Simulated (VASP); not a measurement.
Wanted: the native input for a VASP 6.6.1 run.

```yaml
Task: single point
Functional: HSE06
Potentials_or_basis: VASP PAW PBE potentials, release 64 (Cd, Se)
Cutoff: 520 eV
k_mesh: 4 × 4 × 4
Occupations: fermi-dirac, width 0.02 eV
Spin: no spin polarisation
Dipole_correction: no
Grid_for_exact_exchange_PRECFOCK: Normal
Further_INCAR_settings: ALGO = Normal; EDIFF = 1e-07; NBANDS = 16
Screening_parameter: 0.2079 1/Å
```

The system is CdSe.

```xyz
2
Lattice="0.0000 2.8429 2.8429 2.8429 0.0000 2.8429 2.8429 2.8429 0.0000" Properties=species:S:1:pos:R:3 pbc="T T T"
Cd    0.0000    0.0000    0.0000
Se    2.8429    2.8429    2.8429
```

These files were run (other wordings do the same):

POSCAR

```
CdSe
1.0
    0.0000000000      2.8429458735      2.8429458735
    2.8429458735      0.0000000000      2.8429458735
    2.8429458735      2.8429458735      0.0000000000
Cd Se
1 1
Direct
    0.0000000000      0.0000000000      0.0000000000
    0.5000000000      0.5000000000      0.5000000000
```

INCAR.step1

```
PREC = Accurate ; ENCUT = 520
EDIFF = 1E-5 ; ISMEAR = -1
SIGMA = 0.02 ; LREAL = F
LASPH = T ; NELM = 80
ALGO = Normal ; ISIF = 2
LWAVE = T ; LCHARG = F
NBANDS = 16 ; GGA = PE
```

INCAR.step2

```
PREC = Accurate ; ENCUT = 520
EDIFF = 1E-7 ; ISMEAR = -1
SIGMA = 0.02 ; LREAL = F
LASPH = T ; NELM = 80
ALGO = Normal ; ISIF = 2
LWAVE = F ; LCHARG = F
GGA = PE ; LHFCALC = T
HFSCREEN = 0.2079 ; PRECFOCK = Normal
NBANDS = 16 ; ISTART = 1
```

KPOINTS

```
regular mesh
0
Gamma
  4 4 4
```

Potentials or basis: VASP PAW PBE potentials, release 64 (Cd, Se).

The run is started by

```console
$ cat potpaw_PBE.64/Cd/POTCAR potpaw_PBE.64/Se/POTCAR > POTCAR
$ cp INCAR.step1 INCAR
$ mpirun -np 1 vasp_std > vasp.out
$ cp INCAR.step2 INCAR
$ mpirun -np 1 vasp_std > vasp.out
```

Results of the run:

| Quantity | Value |
| --- | --- |
| Pressure | 0.7 GPa |
| Band gap on the k mesh | 0.40 eV, indirect (least direct gap 1.79 eV) |

Caveat: the k points lie up to 0.48 Å⁻¹ apart; the PAW data sets were made with another functional, which shifts forces and pressure a little.

It used 1700 s of CPU time on 1 thread of AMD EPYC 7R13 Processor (Zen 3), on a shared host.
